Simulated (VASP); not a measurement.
# BN (F-43m) in VASP: notebook

BN is run at these levels: PBE; tasks: single point.

All numbers are computed with VASP 6.6.1; they aren't measurements. Logs are shortened: lines on timing, memory, paths and dates and some standing lists are left out, and cuts for length are marked.

### 1 The cell of the first run

Symmetry: F-43m, No. 216, cubic system. The conventional cell has a = 3.625 Å, b = 3.625 Å, c = 3.625 Å, α = 90.00°, β = 90.00°, γ = 90.00°. Within 2.1 Å of B (site symmetry -43m) lie 4 N at 1.57 Å. N (site symmetry -43m) has 4 B at 1.57 Å within 2.1 Å.

### 2 Single point, PBE

File INCAR:

```
  PREC = Accurate
  ENCUT = 520
  EDIFF = 1E-6
  ISMEAR = 0
  SIGMA = 0.1
  LREAL = False
  LASPH = True
  NELM = 60
  ALGO = Normal
  ISIF = 2
  LWAVE = False
  LCHARG = False
  GGA = PE
  NBANDS = 11
```

File KPOINTS:

```
Automatic mesh
0
Gamma
  8 8 8
```

File POSCAR:

```
BN
1.0
    0.0000000000      1.8123376925      1.8123376925
    1.8123376925      0.0000000000      1.8123376925
    1.8123376925      1.8123376925      0.0000000000
B N
1 1
Direct
    0.0000000000      0.0000000000      0.0000000000
    0.2500000000      0.2500000000      0.2500000000
```

Potentials or basis: VASP PAW PBE potentials, release 64 (B, N).

Run with:

```sh
$ cat potpaw_PBE.64/B/POTCAR potpaw_PBE.64/N/POTCAR > POTCAR
$ mpirun -np 1 vasp_std > vasp.out
```

OUTCAR:

```text
PREC = Accurate
   ENCUT = 520
   EDIFF = 1E-6
   ISMEAR = 0
   LREAL = False
   LASPH = True
   NELM = 60
   ISIF = 2
   GGA = PE

 ion  position               nearest neighbor table
   1  0.000  0.000  0.000-   2 1.57   2 1.57   2 1.57   2 1.57
   2  0.250  0.250  0.250-   1 1.57   1 1.57   1 1.57   1 1.57

  LATTYP: Found a face centered cubic cell.
 ALAT       =     3.6246753850

  Lattice vectors:

 A1 = (   0.0000000000,   1.8123376925,   1.8123376925)
 A2 = (   1.8123376925,   0.0000000000,   1.8123376925)
 A3 = (   1.8123376925,   1.8123376925,   0.0000000000)

Analysis of symmetry for initial positions (statically):
[... 5 lines left out ...]
 face centered cubic supercell.

 Subroutine GETGRP returns: Found 24 space group operations
 (whereof 24 operations were pure point group operations)
 out of a pool of 48 trial point group operations.

The static configuration has the point symmetry T_d .

Analysis of symmetry for dynamics (positions and initial velocities):
[... 5 lines left out ...]
 face centered cubic supercell.

 Subroutine GETGRP returns: Found 24 space group operations
 (whereof 24 operations were pure point group operations)
 out of a pool of 48 trial point group operations.

The dynamic configuration has the point symmetry T_d .

 Subroutine INISYM returns: Found 24 space group operations
 (whereof 24 operations are pure point group operations),
 and found     1 'primitive' translations

----------------------------------------------------------------------------------------

                                     Primitive cell

  volume of cell :      11.9055

  direct lattice vectors                    reciprocal lattice vectors
     0.000000000  1.812337693  1.812337693    -0.275886774  0.275886774  0.275886774
     1.812337693  0.000000000  1.812337693     0.275886774 -0.275886774  0.275886774
     1.812337693  1.812337693  0.000000000     0.275886774  0.275886774 -0.275886774

  length of vectors
     2.563032544  2.563032544  2.563032544     0.477849910  0.477849910  0.477849910

  position of ions in fractional coordinates (direct lattice)
     0.000000000  0.000000000  0.000000000
     0.250000000  0.250000000  0.250000000

  ion indices of the primitive-cell ions
   primitive index   ion index
                 1           1
                 2           2

----------------------------------------------------------------------------------------

 KPOINTS: Automatic mesh

Automatic generation of k-mesh.
 Grid dimensions read from file:
 generate k-points for:    8    8    8

 Generating k-lattice:

  Cartesian coordinates                     Fractional coordinates (reciprocal lattice)
    -0.034485847  0.034485847  0.034485847     0.125000000  0.000000000  0.000000000
     0.034485847 -0.034485847  0.034485847     0.000000000  0.125000000  0.000000000
     0.034485847  0.034485847 -0.034485847     0.000000000  0.000000000  0.125000000

  Length of vectors
     0.059731239  0.059731239  0.059731239

  Shift w.r.t. Gamma in fractional coordinates (k-lattice)
     0.000000000  0.000000000  0.000000000

 Subroutine IBZKPT returns following result:
 ===========================================

 Found     29 irreducible k-points:

 Following reciprocal coordinates:
            Coordinates               Weight
  0.000000  0.000000  0.000000      1.000000
  0.125000  0.000000  0.000000      8.000000
  0.250000  0.000000  0.000000      8.000000
  0.375000  0.000000  0.000000      8.000000
  0.500000  0.000000  0.000000      4.000000
  0.125000  0.125000  0.000000      6.000000
[... 16 lines left out ...]
  0.500000  0.250000  0.125000     48.000000
 -0.375000  0.250000  0.125000     24.000000
 [... further k-points ...]
   k-points           NKPTS =     29   k-points in BZ     NKDIM =     29   number of bands    NBANDS=     11
   number of dos      NEDOS =    301   number of ions     NIONS =      2
   total plane-waves  NPLWV =   8000
   dimension x,y,z NGX =    20 NGY =   20 NGZ =   20
   dimension x,y,z NGXF=    40 NGYF=   40 NGZF=   40
   ions per type =               1   1
   NGX,Y,Z   is equivalent  to a cutoff of  12.97, 12.97, 12.97 a.u.
   NGXF,Y,Z  is equivalent  to a cutoff of  25.95, 25.95, 25.95 a.u.
 SYSTEM =  unknown system
   PREC   = accura    normal or accurate (medium, high low for compatibility)
   ISTART =      0    job   : 0-new  1-cont  2-samecut
   ICHARG =      2    charge: 1-file 2-atom 10-const
   ISPIN  =      1    spin polarized calculation?
   LNONCOLLINEAR =      F non collinear calculations
   LSORBIT =      F    spin-orbit coupling
   LASPH  =      T    aspherical Exc in radial PAW
   ENCUT  =  520.0 eV  38.22 Ry    6.18 a.u.   4.77  4.77  4.77*2*pi/ulx,y,z
   NELM   =     60;   NELMIN=  2; NELMDL= -5     # of ELM steps
   EDIFF  = 0.1E-05   stopping-criterion for ELM
   LREAL  =      F    real-space projection
   EDIFFG = 0.1E-04   stopping-criterion for IOM
   NSW    =      0    number of steps for IOM
   IBRION =     -1    ionic relax: 0-MD 1-quasi-New 2-CG
   NFREE  =      0    steps in history (QN), initial steepest desc. (CG)
   ISIF   =      2    stress and relaxation
   ISYM   =      2    0-nonsym 1-usesym 2-fastsym
   POTIM  = 0.5000    time-step for ionic-motion
   TEBEG  =    0.0;   TEEND  =   0.0 temperature during run
   PSTRESS=    0.0 pullay stress
   NELECT =       8.0000    total number of electrons
   NUPDOWN=      -1.0000    fix difference up-down
   EMIN   =  10.00;   EMAX   =-10.00  energy-range for DOS
   EFERMI =   0.00;   METHOD = LEGACY
   ISMEAR =     0;   SIGMA  =   0.10  broadening in eV -4-tet -1-fermi 0-gaus
   EFERMI_NEDOS =   21; number of points for ismear=-14 and -15
   IALGO  =     38    algorithm
   IMIX   =      4    mixing-type and parameters
     AMIX     =   0.40;   BMIX     =  1.00
     AMIX_MAG =   1.60;   BMIX_MAG =  1.00
  volume/ion in A,a.u.               =       5.95        40.17
  Fermi-wavevector in a.u.,A,eV,Ry     =   1.433912  2.709700 27.974972  2.056102
  Thomas-Fermi vector in A             =   2.553378
   LORBIT       =      0    0 simple, 1 ext, 2 COOP (PROOUT), +10 PAW based schemes
   GGA     = PE    functional components
   LHFCALC =     F    Hartree Fock is set to
   AEXX    =    0.0000 exact exchange contribution
   IVDW    =     0    specifies the selected vdW correction
   LEPSILON=     F    determine dielectric tensor
   LRPA    =     F    only Hartree local field effects (RPA)
 non-spin polarized calculation
 Gauss-broadening in eV      SIGMA  =   0.10
  energy-cutoff  :      520.00
  volume of cell :       11.91
 maximum number of plane-waves:       332
   NGX =  9   NGY =  9   NGZ =  9

 number of electron       7.9999999 magnetization

 Free energy of the ion-electron system (eV)
  ---------------------------------------------------
  ext. energy  EPLUGINS =         0.00000000
  ---------------------------------------------------
  free energy    TOTEN  =       -17.45070815 eV

  energy without entropy =      -17.45070815  energy(sigma->0) =      -17.45070815

 E-fermi :   7.7099     XC(G=0): -12.7824

 val. band max:        7.3047354100   @ k =   0.0000   0.0000   0.0000
 cond. band min:      11.7553674930   @ k =   0.5000   0.5000   0.0000
 fundamental gap:      4.4506320830
 Fermi energy:         7.7098781657

 k-point     1 :       0.0000    0.0000    0.0000
  band No.  band energies     occupation
      1     -12.8351      2.00000
      2       7.3047      2.00000
      3       7.3047      2.00000
      4       7.3047      2.00000
      5      16.0863      0.00000
      6      16.0863      0.00000
      7      16.0863      0.00000
      8      17.5239      0.00000
      9      31.9064      0.00000
     10      34.9754      0.00000
     11      34.9754      0.00000

 k-point     2 :       0.1250    0.0000    0.0000
  band No.  band energies     occupation
      1     -12.4586      2.00000
      2       5.4390      2.00000
      3       6.9278      2.00000
      4       6.9278      2.00000
      5      16.4331      0.00000
      6      16.6521      0.00000
      7      16.6521      0.00000
      8      18.7190      0.00000
      9      31.4874      0.00000
     10      31.8775      0.00000
     11      31.8775      0.00000

 k-point     3 :       0.2500    0.0000    0.0000
  band No.  band energies     occupation
      1     -11.3663      2.00000
      2       1.8582      2.00000
      3       6.1860      2.00000
      4       6.1860      2.00000
      5      16.8671      0.00000
      6      17.5949      0.00000
      7      17.5949      0.00000
      8      20.7699      0.00000
      9      30.6530      0.00000
     10      30.8288      0.00000
     11      30.8288      0.00000

 k-point     4 :       0.3750    0.0000    0.0000
  band No.  band energies     occupation
      1      -9.7561      2.00000
      2      -1.5682      2.00000
      3       5.5946      2.00000
      4       5.5946      2.00000
      5      17.2154      0.00000
      6      17.9600      0.00000
      7      17.9600      0.00000
      8      22.0729      0.00000
      9      30.4439      0.00000
     10      32.3371      0.00000
     11      32.3371      0.00000

 k-point     5 :       0.5000    0.0000    0.0000
  band No.  band energies     occupation
      1      -8.6562      2.00000
      2      -3.3120      2.00000
      3       5.3796      2.00000
      4       5.3796      2.00000
      5      17.3454      0.00000
      6      17.9661      0.00000
      7      17.9661      0.00000
      8      22.4794      0.00000
      9      30.6469      0.00000
     10      33.9281      0.00000
     11      34.0906      0.00000

 k-point     6 :       0.1250    0.1250    0.0000
  band No.  band energies     occupation
      1     -12.3337      2.00000
      2       6.0524      2.00000
      3       6.2035      2.00000
      4       6.2035      2.00000
      5      15.4141      0.00000
      6      17.6037      0.00000
      7      17.6037      0.00000
      8      18.6859      0.00000
      9      28.1085      0.00000
     10      33.0562      0.00000
     11      35.6836      0.00000

 k-point     7 :       0.2500    0.1250    0.0000
  band No.  band energies     occupation
      1     -11.4801      2.00000
      2       3.1096      2.00000
      3       5.3330      2.00000
      4       5.8710      2.00000
      5      15.5954      0.00000
      6      18.4055      0.00000
      7      18.8661      0.00000
      8      19.9341      0.00000
      9      26.7799      0.00000
     10      33.2437      0.00000
     11      34.1910      0.00000

 k-point     8 :       0.3750    0.1250    0.0000
  band No.  band energies     occupation
      1     -10.0218      2.00000
      2      -0.3038      2.00000
      3       4.8106      2.00000
      4       5.0444      2.00000
      5      16.2731      0.00000
      6      18.7733      0.00000
      7      19.3673      0.00000
      8      21.1538      0.00000
      9      27.8492      0.00000
     10      32.9556      0.00000
     11      34.5114      0.00000
[... 141 lines left out ...]
 k-point    19 :       0.5000    0.3750    0.0000
  band No.  band energies     occupation
      1      -7.6472      2.00000
      2      -0.9348      2.00000
      3       1.6186      2.00000
      4       2.7726      2.00000
      5      12.8809      0.00000
      6      17.5576      0.00000
      7      24.1212      0.00000
      8      24.2236      0.00000
      9      27.4101      0.00000
     10      33.9449      0.00000
     11      38.4076      0.00000

 k-point    20 :      -0.3750    0.3750    0.0000
  band No.  band energies     occupation
      1      -7.2185      2.00000
      2      -0.7784      2.00000
      3      -0.2943      2.00000
      4       3.2607      2.00000
      5      14.1905      0.00000
      6      20.1036      0.00000
      7      23.0253      0.00000
      8      23.8641      0.00000
      9      25.8900      0.00000
     10      33.7815      0.00000
     11      34.3877      0.00000

 k-point    21 :       0.5000    0.5000    0.0000
  band No.  band energies     occupation
      1      -7.3003      2.00000
      2      -1.5587      2.00000
      3       2.4401      2.00000
      4       2.4401      2.00000
      5      11.7554      0.00000
      6      16.4907      0.00000
      7      25.0998      0.00000
      8      25.0998      0.00000
      9      27.9528      0.00000
     10      34.3692      0.00000
     11      40.7991      0.00000

 k-point    22 :       0.3750    0.2500    0.1250
  band No.  band energies     occupation
      1     -10.4362      2.00000
      2       1.6313      2.00000
      3       3.3962      2.00000
      4       5.2974      2.00000
      5      15.8308      0.00000
      6      19.0980      0.00000
      7      19.8210      0.00000
      8      20.5479      0.00000
      9      26.7026      0.00000
     10      32.8798      0.00000
     11      34.4986      0.00000

 k-point    23 :       0.5000    0.2500    0.1250
  band No.  band energies     occupation
      1      -8.9335      2.00000
      2      -0.8675      2.00000
      3       2.5839      2.00000
      4       4.3799      2.00000
      5      16.6536      0.00000
      6      18.6080      0.00000
      7      20.9340      0.00000
      8      21.8585      0.00000
      9      27.3086      0.00000
     10      32.3991      0.00000
     11      34.6642      0.00000

 k-point    24 :      -0.3750    0.2500    0.1250
  band No.  band energies     occupation
      1      -7.9597      2.00000
      2      -2.3234      2.00000
      3       2.5093      2.00000
      4       3.8832      2.00000
      5      16.8625      0.00000
      6      18.4048      0.00000
      7      21.5712      0.00000
      8      22.9742      0.00000
      9      26.6835      0.00000
     10      33.0088      0.00000
     11      34.6563      0.00000

 [... further k-points ...]
[... 5 lines left out ...]
  --------------------------------------------------------------------------------------
  -------------------------------------------------------------------------------------
  Total        0.0187379      0.0187379      0.0187379      0.0000000      0.0000000     -0.0000000
  in kB        2.5216411      2.5216411      2.5216411      0.0000000      0.0000000     -0.0000000
  external PRESSURE =       2.5216411 kB  Pullay stress =       0.0000000 kB

 VOLUME and BASIS-vectors are now :
 -----------------------------------------------------------------------------
  energy-cutoff  :      520.00
  volume of cell :       11.91
      direct lattice vectors                 reciprocal lattice vectors
     0.000000000  1.812337693  1.812337693    -0.275886774  0.275886774  0.275886774
     1.812337693  0.000000000  1.812337693     0.275886774 -0.275886774  0.275886774
     1.812337693  1.812337693  0.000000000     0.275886774  0.275886774 -0.275886774

 POSITION                                       TOTAL-FORCE (eV/Angst)
 -----------------------------------------------------------------------------------
      0.00000      0.00000      0.00000         0.000000      0.000000      0.000000
      0.90617      0.90617      0.90617        -0.000000     -0.000000     -0.000000
 -----------------------------------------------------------------------------------
    total drift:                                0.000000      0.000000      0.000000

  FREE ENERGIE OF THE ION-ELECTRON SYSTEM (eV)
  ---------------------------------------------------
  free  energy   TOTEN  =       -17.4507081451 eV

  energy  without entropy=      -17.4507081451  energy(sigma->0) =      -17.45070815
```

Run time: 2.1 s. Hardware: 1 thread of Intel Xeon 6975P-C (Granite Rapids), shared host; peak memory 0.11 GiB.

What came out:

- Free energy: -17.4507 eV
- Pressure: 0.3 GPa
- Band gap on the k mesh: 4.45 eV, indirect (least direct gap 8.78 eV)

Levels at points of the mesh, in eV from the valence-band top:
```csv
k point,band 2,band 3,band 4,band 5,band 6,band 7
"(0.00, 0.00, 0.00)",0.00,0.00,0.00,8.78,8.78,8.78
"(0.50, 0.00, 0.00)",-10.62,-1.93,-1.93,10.04,10.66,10.66
"(0.50, 0.50, 0.00)",-8.86,-4.86,-4.86,4.45,9.19,17.80
```

[end of part 1 of 2]
